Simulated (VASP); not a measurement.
The system is K2SiB2.

```
K Si B
1.0
     5.17335    0.00000    0.00000
    -2.58668    4.48025    0.00000
     0.00000    0.00000    4.31049
K Si B
2 1 2
Direct
  0.33333 0.66667 0.50000
  0.66667 0.33333 0.50000
  0.00000 0.00000 0.00000
  0.33333 0.66667 0.00000
  0.66667 0.33333 0.00000
```

The cell was built from a structure type or drawn by symmetry, and may not be a known phase.

```yaml
Program: VASP 6.6.1
Task: relaxation of cell and atoms
Functional: PBE
Potentials_or_basis: VASP PAW PBE potentials, release 64 (K_sv, Si, B)
Cutoff: 600 eV
k_mesh: 6 × 6 × 4
Occupations: gaussian, width 0.1 eV
Spin: no spin polarisation
```

At the start: pressure 8.4 GPa; volume 19.98 Å³/atom.

Where does the relaxation end?

Over 9 steps the energy falls by 865.6 meV/atom and the volume is 19.20 Å³/atom (-3.9 %); space group P6/mmm (No. 191, to 0.1 Å) before and after.

Step by step:
| step | energy change (eV) | largest force (eV/Å) | pressure (GPa) | volume (Å³) |
| --- | --- | --- | --- | --- |
| 1 | 0.0000 | 0.0000 | 8.39 | 99.91 |
| 2 | -3.4225 | 0.0000 | -2.60 | 113.39 |
| 3 | -3.8010 | 0.0000 | -4.76 | 118.18 |
| 4 | -3.8174 | 0.0000 | -4.97 | 118.91 |
| 5 | -4.2132 | 0.0000 | -3.25 | 106.65 |
| 6 | -4.2792 | 0.0000 | -1.82 | 101.29 |
| 7 | -4.2810 | 0.0000 | -1.45 | 100.19 |
| 8 | -4.3277 | 0.0000 | 0.03 | 96.28 |
| 9 | -4.3279 | 0.0000 | 0.15 | 96.01 |

Final structure:
```
K Si B
1.0
     4.43497    0.00000    0.00000
    -2.21749    3.84080    0.00000
     0.00000    0.00000    5.63647
K Si B
2 1 2
Direct
  0.33333 0.66667 0.50000
  0.66667 0.33333 0.50000
  0.00000 0.00000 0.00000
  0.33333 0.66667 0.00000
  0.66667 0.33333 0.00000
```

Caveat: the k points lie up to 0.28 Å⁻¹ apart in the final cell, too coarse for converged energies and pressures of a metal; a cell axis changed by over 15 % at a fixed basis, so the end point is rough.
